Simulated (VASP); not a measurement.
# Cd (R-3m) in VASP: a series of runs, part 2 of 2

VASP 6.6.1. The steps go on from the part before.

## Step 4: Single point, HSE06

Contents of POSCAR:

```
Cd
1.0
    1.6080291515      0.9283960635      2.4492874100
   -1.6080291515      0.9283960635      2.4492874100
    0.0000000000     -1.8567921270      2.4492874100
Cd
1
Direct
    0.0000000000      0.0000000000      0.0000000000
```

Contents of INCAR.step1:

```
PREC = Accurate ; ENCUT = 520
EDIFF = 1E-5 ; ISMEAR = 1
SIGMA = 0.66 ; LREAL = F
LASPH = T ; NELM = 100
ALGO = Normal ; ISIF = 2
LWAVE = T ; LCHARG = F
GGA = PE ; NBANDS = 12
```

Contents of INCAR.step2:

```
PREC = Accurate ; ENCUT = 520
EDIFF = 1E-7 ; ISMEAR = 1
SIGMA = 0.66 ; LREAL = F
LASPH = T ; NELM = 100
ALGO = Normal ; ISIF = 2
LWAVE = F ; LCHARG = F
GGA = PE ; LHFCALC = T
HFSCREEN = 0.2079 ; PRECFOCK = Normal
ISTART = 1 ; NBANDS = 12
```

Contents of KPOINTS:

```
Automatic mesh
0
Gamma
  3 3 3
  0.25 0.25 0.25
```

Potentials or basis: VASP PAW PBE potentials, release 64 (Cd).

Run with:

```sh
cat potpaw_PBE.64/Cd/POTCAR > POTCAR
cp INCAR.step1 INCAR
mpirun -np 1 vasp_std > vasp.out
cp INCAR.step2 INCAR
mpirun -np 1 vasp_std > vasp.out
```

OUTCAR:

```text
PREC = Accurate
   ENCUT = 520
   EDIFF = 1E-7
   ISMEAR = 1
   LREAL = F
   LASPH = T
   NELM = 100
   ISIF = 2
   GGA = PE
   LHFCALC = T
   HFSCREEN = 0.2079
   PRECFOCK = Normal
   ISTART = 1

 ion  position               nearest neighbor table
   1  0.000  0.000  0.000-

  LATTYP: Found a trigonal (rhomboedric) cell.
 ALAT       =     3.0735461310
 COS(alpha) =     0.4525576903

  Lattice vectors:

 A1 = (   1.6080291515,   0.9283960635,   2.4492874100)
 A2 = (  -1.6080291515,   0.9283960635,   2.4492874100)
 A3 = (   0.0000000000,  -1.8567921270,   2.4492874100)

Analysis of symmetry for initial positions (statically):
=====================================================================
 Subroutine PRICEL returns:
 Original cell was already a primitive cell.

 Routine SETGRP: Setting up the symmetry group for a
 trigonal (rhombohedral) supercell.

 Subroutine GETGRP returns: Found 12 space group operations
 (whereof 12 operations were pure point group operations)
 out of a pool of 12 trial point group operations.

The static configuration has the point symmetry D_3d.
[... 161 lines left out ...]
  band No.  band energies     occupation
      1      -8.1556      2.00000
      2      -8.1556      2.00000
      3      -7.9744      2.00000
      4      -7.6436      2.00000
      5      -7.6436      2.00000
      6      -6.9200      2.00000
      7      17.0074      0.00000
      8      17.5745      0.00000
      9      17.5745      0.00000
     10      18.2793      0.00000
     11      21.9323      0.00000
     12      21.9323      0.00000
[... 121 lines left out ...]
 k-point    10 :      -0.2500   -0.2500   -0.2500
  band No.  band energies     occupation
      1      -8.2304      2.00000
      2      -7.9904      2.00000
      3      -7.9904      2.00000
      4      -7.6038      2.00000
      5      -7.6038      2.00000
      6      -5.0366      2.00000
      7      11.0602     -0.00000
      8      16.2675     -0.00000
      9      16.2675     -0.00000
     10      16.7599      0.00000
     11      21.3132      0.00000
     12      21.3205      0.00000

------------------------ aborting loop because EDIFF is reached ----------------------------------------

  FORCE on cell =-STRESS in cart. coord.  units (eV):
  Direction    XX          YY          ZZ          XY          YZ          ZX
  --------------------------------------------------------------------------------------
  -------------------------------------------------------------------------------------
  Total        0.2609300      0.2609300      0.4992097     -0.0000000      0.0000000     -0.0000000
  in kB       19.0553255     19.0553255     36.4565332     -0.0000000      0.0000000     -0.0000000
  external PRESSURE =      24.8557280 kB  Pullay stress =       0.0000000 kB

 VOLUME and BASIS-vectors are now :
 -----------------------------------------------------------------------------
  energy-cutoff  :      520.00
  volume of cell :       21.94
      direct lattice vectors                 reciprocal lattice vectors
     1.608029152  0.928396064  2.449287410     0.310939637  0.179521083  0.136094005
    -1.608029152  0.928396064  2.449287410    -0.310939637  0.179521083  0.136094005
     0.000000000 -1.856792127  2.449287410     0.000000000 -0.359042166  0.136094005

 POSITION                                       TOTAL-FORCE (eV/Angst)
 -----------------------------------------------------------------------------------
      0.00000      0.00000      0.00000        -0.000000      0.000000      0.000000
 -----------------------------------------------------------------------------------
    total drift:                               -0.000000     -0.000000     -0.000000

  FREE ENERGIE OF THE ION-ELECTRON SYSTEM (eV)
  ---------------------------------------------------
  free  energy   TOTEN  =        -0.6581620780 eV

  energy  without entropy=       -0.6426306559  energy(sigma->0) =       -0.65298494
```

It took 4.3 min on 1 thread of Intel Xeon 8259CL, shared host; peak memory 0.24 GiB.

The run converged, but its numbers aren't listed here, since they failed a check.

Caveat: the k points lie up to 0.80 Å⁻¹ apart; the mesh shows a gap though the element is a metal; the PAW data sets were made with another functional, which shifts forces and pressure a little.

## Step 5: Single point, PBE

This run uses another cell than the first one, of 23.69 Å³/atom, 1.080 times its volume.

Contents of INCAR:

```
PREC = Accurate
ENCUT = 540
EDIFF = 1E-6
ISMEAR = 0
SIGMA = 0.1
LREAL = False
LASPH = True
NELM = 120
ALGO = Normal
ISIF = 2
LWAVE = False
LCHARG = True
GGA = PE
LELF = True
LVHAR = True
NBANDS = 16
GGA_COMPAT = False
```

Contents of KPOINTS:

```
regular mesh
0
Gamma
  2 2 2
```

Contents of POSCAR:

```
Cd
1.0
    1.6498147024      0.9525209625      2.5129335346
   -1.6498147024      0.9525209625      2.5129335346
    0.0000000000     -1.9050419251      2.5129335346
Cd
1
Direct
    0.0000000000      0.0000000000      0.0000000000
```

Potentials or basis: VASP PAW PBE potentials, release 64 (Cd_sv_GW).

Run with:

```sh
cat potpaw_PBE.64/Cd_sv_GW/POTCAR > POTCAR
mpirun -np 1 vasp_std > vasp.out
```

OUTCAR:

```text
PREC = Accurate
   ENCUT = 540
   EDIFF = 1E-6
   ISMEAR = 0
   LREAL = False
   LASPH = True
   NELM = 120
   ISIF = 2
   GGA = PE

 ion  position               nearest neighbor table
   1  0.000  0.000  0.000-

  LATTYP: Found a trigonal (rhomboedric) cell.
 ALAT       =     3.1534139731
 COS(alpha) =     0.4525576903

  Lattice vectors:

 A1 = (   1.6498147024,   0.9525209625,   2.5129335346)
 A2 = (  -1.6498147024,   0.9525209625,   2.5129335346)
 A3 = (   0.0000000000,  -1.9050419251,   2.5129335346)

Analysis of symmetry for initial positions (statically):
=====================================================================
 Subroutine PRICEL returns:
 Original cell was already a primitive cell.

 Routine SETGRP: Setting up the symmetry group for a
 trigonal (rhombohedral) supercell.

 Subroutine GETGRP returns: Found 12 space group operations
 (whereof 12 operations were pure point group operations)
 out of a pool of 12 trial point group operations.

The static configuration has the point symmetry D_3d.

Analysis of symmetry for dynamics (positions and initial velocities):
=====================================================================
 Subroutine PRICEL returns:
 Original cell was already a primitive cell.

 Routine SETGRP: Setting up the symmetry group for a
 trigonal (rhombohedral) supercell.

 Subroutine GETGRP returns: Found 12 space group operations
 (whereof 12 operations were pure point group operations)
 out of a pool of 12 trial point group operations.

The dynamic configuration has the point symmetry D_3d.

 Subroutine INISYM returns: Found 12 space group operations
 (whereof 12 operations are pure point group operations),
 and found     1 'primitive' translations

----------------------------------------------------------------------------------------

                                     Primitive cell

  volume of cell :      23.6942
[... 82 lines left out ...]
   EFERMI_NEDOS =   21; number of points for ismear=-14 and -15
   IALGO  =     38    algorithm
   IMIX   =      4    mixing-type and parameters
     AMIX     =   0.40;   BMIX     =  1.00
     AMIX_MAG =   1.60;   BMIX_MAG =  1.00
  volume/ion in A,a.u.               =      23.69       159.90
  Fermi-wavevector in a.u.,A,eV,Ry     =   1.547168  2.923724 32.568663  2.393729
  Thomas-Fermi vector in A             =   2.652300
   LORBIT       =      0    0 simple, 1 ext, 2 COOP (PROOUT), +10 PAW based schemes
   GGA     = PE    functional components
   LHFCALC =     F    Hartree Fock is set to
   AEXX    =    0.0000 exact exchange contribution
   IVDW    =     0    specifies the selected vdW correction
   LEPSILON=     F    determine dielectric tensor
   LRPA    =     F    only Hartree local field effects (RPA)
 non-spin polarized calculation
 Gauss-broadening in eV      SIGMA  =   0.10
  energy-cutoff  :      540.00
  volume of cell :       23.69
 maximum number of plane-waves:       682
 NGX is ok and might be reduce to    24

 number of electron      19.9999988 magnetization

 Free energy of the ion-electron system (eV)
  ---------------------------------------------------
  ext. energy  EPLUGINS =         0.00000000
  ---------------------------------------------------
  free energy    TOTEN  =         0.48357786 eV

  energy without entropy =        0.48357786  energy(sigma->0) =        0.48357786

 E-fermi :   4.4550     XC(G=0): -10.8043

 val. band max:        3.8355011270   @ k =   0.5000   0.5000   0.5000
 cond. band min:       4.9087973955   @ k =   0.5000   0.5000  -0.0000
 fundamental gap:      1.0732962685
 Fermi energy:         4.4550190007

 k-point     1 :       0.0000    0.0000    0.0000
  band No.  band energies     occupation
      1     -97.2896      2.00000
      2     -58.3403      2.00000
      3     -58.3289      2.00000
      4     -58.3289      2.00000
      5      -3.4714      2.00000
      6      -3.4714      2.00000
[... 53 lines left out ...]
      3     -58.3345      2.00000
      4     -58.3345      2.00000
      5      -3.7934      2.00000
      6      -3.4033      2.00000
[... 8 lines left out ...]
     15      20.3562      0.00000
     16      20.3562      0.00000

------------------------ aborting loop because EDIFF is reached ----------------------------------------

  FORCE on cell =-STRESS in cart. coord.  units (eV):
  Direction    XX          YY          ZZ          XY          YZ          ZX
  --------------------------------------------------------------------------------------
  -------------------------------------------------------------------------------------
  Total        1.4596939      1.4596939     -1.4199763      0.0000000      0.0000000      0.0000000
  in kB       98.7030124     98.7030124    -96.0173512      0.0000000      0.0000000      0.0000000
  external PRESSURE =      33.7962245 kB  Pullay stress =       0.0000000 kB

 VOLUME and BASIS-vectors are now :
 -----------------------------------------------------------------------------
  energy-cutoff  :      540.00
  volume of cell :       23.69
      direct lattice vectors                 reciprocal lattice vectors
     1.649814702  0.952520962  2.512933535     0.303064338  0.174974277  0.132647095
    -1.649814702  0.952520962  2.512933535    -0.303064338  0.174974277  0.132647095
     0.000000000 -1.905041925  2.512933535     0.000000000 -0.349948554  0.132647095

 POSITION                                       TOTAL-FORCE (eV/Angst)
 -----------------------------------------------------------------------------------
      0.00000      0.00000      0.00000        -0.000000      0.000000      0.000000
 -----------------------------------------------------------------------------------
    total drift:                               -0.000000      0.000000      0.000000

  FREE ENERGIE OF THE ION-ELECTRON SYSTEM (eV)
  ---------------------------------------------------
  free  energy   TOTEN  =         0.4835778613 eV

  energy  without entropy=        0.4835778613  energy(sigma->0) =        0.48357786
```

Wall time 7.8 s (1 thread of AMD EPYC 7R43 (Zen 3), shared host); peak memory 0.11 GiB.

What came out:

- Free energy: 0.4836 eV
- Pressure: 3.4 GPa
- Band gap on the k mesh: zero (band 10 reaches 4.91 eV, above the bottom of band 11 at 3.82 eV)

Stress tensor (GPa, compression positive):
```
 9.87  0.00  0.00
 0.00  9.87  0.00
 0.00  0.00 -9.60
```

Levels at points of the mesh, in eV from the Fermi level:
| k point | band 7 | band 8 | band 9 | band 10 | band 11 | band 12 | band 13 | band 14 |
| --- | --- | --- | --- | --- | --- | --- | --- | --- |
| (0.00, 0.00, 0.00) | -7.75 | -7.45 | -7.45 | -7.15 | 13.68 | 14.29 | 14.29 | 16.90 |
| (0.50, 0.00, 0.00) | -7.73 | -7.22 | -7.12 | -1.06 | -0.64 | 12.74 | 12.82 | 14.17 |
| (0.50, 0.50, 0.00) | -7.20 | -7.09 | -7.04 | 0.45 | 2.16 | 6.81 | 8.23 | 10.82 |
| (0.50, 0.50, 0.50) | -7.86 | -7.10 | -7.10 | -0.62 | 0.46 | 11.78 | 11.78 | 12.77 |

Caveat: the k points lie up to 1.18 Å⁻¹ apart.

## Step 6: Summary

| level | potentials or basis | cell | k mesh | cutoff (eV) | smearing | second run | gap on the mesh (eV) | pressure (GPa) |
| --- | --- | --- | --- | --- | --- | --- | --- | --- |
| PBE | VASP PAW PBE potentials, release 64 (Cd) | a = 3.074 Å, angles 63.1°, 1 atom | 9 × 9 × 9 | 520 | tetrahedron | - | none | 2.2 |
| revPBE | VASP PAW PBE potentials, release 64 (Cd) | a = 3.074 Å, angles 63.1°, 1 atom | 9 × 9 × 9 | 520 | fermi-dirac 0.018 eV | - | none | 4.5 |
| PBE | VASP PAW PBE potentials, release 64 (Cd_sv_GW) | a = 3.153 Å, angles 63.1°, 1 atom | 2 × 2 × 2 | 540 | gaussian 0.1 eV | valence_matched | none | 3.4 |

Alike in all rows: task single point; no spin polarisation.

Caveats: some runs use coarse meshes; the PAW data sets were made with another functional, which shifts forces and pressure a little (some runs).

Absolute energies hang on the potentials; compare differences alone.
